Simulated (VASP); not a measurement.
Wanted: the native input for a VASP 6.6.1 run.

```yaml
Task: single point
Functional: PBEsol
Potentials_or_basis: VASP PAW PBE potentials, release 64 (Ca_sv, H, Pd)
Cutoff: 520 eV
k_mesh: 3 × 3 × 3
Occupations: methfessel-paxton, width 0.15 eV
Spin: no spin polarisation
Dipole_correction: no
Further_INCAR_settings: ALGO = Normal; EDIFF = 1e-07; NBANDS = 20
```

The structure of CaH3Pd lies in POSCAR:

```
CaH3Pd
1.0
    3.7067160000      0.0000000000      0.0000000000
    0.0000000000      3.7067160000      0.0000000000
    0.0000000000      0.0000000000      3.7067160000
Ca H Pd
1 3 1
Direct
    0.5000000000      0.5000000000      0.5000000000
    0.5000000000      0.0000000000      0.0000000000
    0.0000000000      0.5000000000      0.0000000000
    0.0000000000      0.0000000000      0.5000000000
    0.0000000000      0.0000000000      0.0000000000
```

One way to write it, as run:

INCAR

```
SYSTEM = CaH3Pd
PREC = Accurate
ENCUT = 520
EDIFF = 1E-7
ISMEAR = 1
SIGMA = 0.15
LREAL = .False.
LASPH = .True.
NELM = 80
ALGO = Normal
ISIF = 2
LWAVE = .False.
LCHARG = .True.
GGA = PS
LELF = .True.
LVHAR = .True.
NBANDS = 20
```

KPOINTS

```
regular mesh
0
Gamma
  3 3 3
  0 0 0
```

Potentials or basis: VASP PAW PBE potentials, release 64 (Ca_sv, H, Pd).

The run is started by

```console
$ cat potpaw_PBE.64/Ca_sv/POTCAR potpaw_PBE.64/H/POTCAR potpaw_PBE.64/Pd/POTCAR > POTCAR
$ mpirun -np 1 vasp_std > vasp.out
```

It gave:

| Quantity | Value |
| --- | --- |
| Pressure | -1.6 GPa |

Caveat: the k points lie up to 0.57 Å⁻¹ apart; the PAW data sets were made with another functional, which shifts forces and pressure a little.

It took 5.8 s on 1 thread of Intel(R) Xeon(R) Platinum 8488C (Sapphire Rapids), on a shared host, peak memory 0.15 GiB.
